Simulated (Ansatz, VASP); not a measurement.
**Two plane-wave programs on CaO**

Contents of POSCAR:

```
CaO
1.0
    0.0000000000      2.4035556960      2.4035556960
    2.4035556960      0.0000000000      2.4035556960
    2.4035556960      2.4035556960      0.0000000000
Ca O
1 1
Direct
    0.0000000000      0.0000000000      0.0000000000
    0.5000000000      0.5000000000      0.5000000000
```

File INCAR.step1:

```
SYSTEM = CaO
PREC     = Accurate       ! precision mode
ENCUT    = 520            ! plane-wave cutoff, eV
EDIFF    = 1E-5           ! SCF threshold, eV
ISMEAR   = -1             ! smearing method
SIGMA    = 0.05           ! smearing width, eV
LREAL    = .FALSE.        ! projectors in reciprocal space
LASPH    = .TRUE.         ! aspherical terms in the spheres
NELM     = 60             ! most SCF steps
ALGO     = Normal         ! electronic algorithm
ISIF     = 2              ! what is computed and relaxed
LWAVE    = .TRUE.         ! write WAVECAR
LCHARG   = .FALSE.        ! write CHGCAR
NBANDS   = 15             ! bands
GGA      = PE             ! functional
```

INCAR.step2

```
SYSTEM = CaO
PREC     = Accurate       ! precision mode
ENCUT    = 520            ! plane-wave cutoff, eV
EDIFF    = 1E-6           ! SCF threshold, eV
ISMEAR   = -1             ! smearing method
SIGMA    = 0.05           ! smearing width, eV
LREAL    = .FALSE.        ! projectors in reciprocal space
LASPH    = .TRUE.         ! aspherical terms in the spheres
NELM     = 60             ! most SCF steps
ALGO     = Normal         ! electronic algorithm
ISIF     = 2              ! what is computed and relaxed
LWAVE    = .FALSE.        ! write WAVECAR
LCHARG   = .FALSE.        ! write CHGCAR
GGA      = PE             ! functional
LHFCALC  = .TRUE.         ! exact exchange
HFSCREEN = 0.2079         ! screening, 1/A
PRECFOCK = Normal       
NBANDS   = 15             ! bands
ISTART   = 1
```

Contents of KPOINTS:

```
Automatic mesh
0
G
  6 6 6
  0 0 0
```

File input:

```
crystal:
  lattice:
    - [0.0, 2.403555696, 2.403555696]
    - [2.403555696, 0.0, 2.403555696]
    - [2.403555696, 2.403555696, 0.0]
  atoms:
    - { symbol: Ca, position: [0.0, 0.0, 0.0] }
    - { symbol: O, position: [0.5, 0.5, 0.5] }
hamiltonian:
  xc: hse06
  pseudopotentials: { kind: paw }
kpoints:
  mp_grid: { grid: [6, 6, 6] }
  band_path:
    path:
      - [[0.0, 0.0, 0.0], [0.5, 0.0, 0.5], [0.5, 0.25, 0.75], [0.375, 0.375, 0.75], [0.0, 0.0, 0.0], [0.5, 0.5, 0.5], [0.625, 0.25, 0.625], [0.5, 0.25, 0.75], [0.5, 0.5, 0.5], [0.375, 0.375, 0.75]]
      - [[0.625, 0.25, 0.625], [0.5, 0.0, 0.5]]
    npoints: 4
scf:
  occupations: { method: fermi_dirac, width: 0.05 }
  n_extra_bands: 6
output:
  forces: true
  stress: true
  eigenvalues: true
  fatbands: false
```

Alike in both runs: functional HSE06; k mesh 6 × 6 × 6; occupations fermi-dirac, width 0.05 eV; no spin polarisation.

```csv
,VASP,Ansatz
version,VASP 6.6.1,Ansatz 0.2.0
potentials or method,"VASP PAW PBE potentials, release 64 (Ca_sv, O)",Ansatz PAW
plane-wave cutoff (eV),520,420
valence electrons in the cell,16,16
task,single point,band structure
```

```tsv
	VASP	Ansatz	Ansatz less VASP
gap on the k mesh at the Fermi level (eV)	5.30	5.31	+0.017
least direct gap on the mesh (eV)	5.72	5.73	+0.016
pressure (GPa)	0.1	-0.6	-0.71
```
